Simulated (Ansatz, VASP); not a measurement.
EuOs3 in VASP and in Ansatz

The input INCAR:

```
ALGO = Normal
EDIFF = 1E-7
ENCUT = 520
GGA = PE
ISIF = 2
ISMEAR = 0
ISPIN = 2
LASPH = T
LCHARG = T
LELF = T
LMAXMIX = 6
LORBIT = 11
LREAL = F
LVHAR = T
LWAVE = F
MAGMOM = 6.77 0 0 0
NBANDS = 32
NELM = 150
PREC = Accurate
SIGMA = 0.05
```

Contents of KPOINTS:

```
k-points
0
Gamma
  8 8 8
```

POSCAR

```
EuOs3
1.0
    4.1561114358      0.0000000000      0.0000000000
    0.0000000000      4.1561114358      0.0000000000
    0.0000000000      0.0000000000      4.1561114358
Eu Os
1 3
Direct
    0.0000000000      0.0000000000      0.0000000000
    0.0000000000      0.5000000000      0.5000000000
    0.5000000000      0.5000000000      0.0000000000
    0.5000000000      0.0000000000      0.5000000000
```

Input for Ansatz:

```yaml
crystal:
  lattice:
    - [4.1561114358, 0.0, 0.0]
    - [0.0, 4.1561114358, 0.0]
    - [0.0, 0.0, 4.1561114358]
  atoms:
    - { symbol: Eu, position: [0.0, 0.0, 0.0], spin: 6.77 }
    - { symbol: Os, position: [0.0, 0.5, 0.5] }
    - { symbol: Os, position: [0.5, 0.5, 0.0] }
    - { symbol: Os, position: [0.5, 0.0, 0.5] }
basis:
  ecutwfc: 420
  ecutrho_ratio: 4
kpoints:
  mp_grid: { grid: [8, 8, 8] }
hamiltonian:
  xc: pbe
scf:
  occupations: { method: gaussian, width: 0.05 }
output:
  forces: true
  stress: true
  eigenvalues: true
  populations: true
magnetization:
  spin_polarized: true
```

Alike in both runs: task single point; functional PBE; k mesh 8 × 8 × 8; occupations gaussian, width 0.05 eV; collinear spin.

```csv
,VASP,Ansatz
version,VASP 6.6.1,Ansatz 0.2.0
potentials or method,"VASP PAW PBE potentials, release 64 (Eu, Os), cutoff 520 eV","scalar-relativistic, plane waves, PAW"
valence electrons in the cell,41,65
```

VASP gave:

* gap on the k mesh at the Fermi level (eV): none
* pressure (GPa): -11.9
* net moment per atom (μB): 1.33
* size of the moment on the site where the two differ most (μB): 6.10

Problem. Estimate Ansatz's values.

Solution. gap on the k mesh at the Fermi level (eV): none; pressure (GPa): -12.0; net moment per atom (μB): 1.34; size of the moment on the site where the two differ most (μB): 6.18.

Site moments also hang on the region over which each program counts them. A gap of «none» marks a metal or a gap that the smearing closes. VASP's potentials hold 41 valence electrons a cell and Ansatz's 65, so a difference there can come from the potentials and not from the codes.

Spin-orbit coupling is off throughout.
